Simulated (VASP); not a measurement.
# Al: single point with revPBE

Al:

```
CELL_PARAMETERS angstrom
0.00000 2.02481 2.02481
2.02481 0.00000 2.02481
2.02481 2.02481 0.00000
ATOMIC_POSITIONS crystal
Al 0.00000 0.00000 0.00000
```

```yaml
Program: VASP 6.6.1
Task: single point
Functional: revPBE
Potentials_or_basis: VASP PAW PBE potentials, release 64 (Al)
Cutoff: 520 eV
k_mesh: 11 × 11 × 11
Occupations: fermi-dirac, width 0.05 eV
Spin: no spin polarisation
```

```
Pressure : 0.5 GPa
```

Levels at points of the mesh, in eV from the Fermi level:
| k point | band 1 | band 2 | band 3 | band 4 | band 5 | band 6 |
| --- | --- | --- | --- | --- | --- | --- |
| (0.00, 0.00, 0.00) | -11.10 | 12.55 | 12.55 | 12.55 | 14.10 | 14.10 |

Run time: 8.2 s on 1 thread of Intel Xeon 8259CL (shared host), peak memory 0.13 GiB.

Caveat: the PAW data sets were made with another functional, which shifts forces and pressure a little.
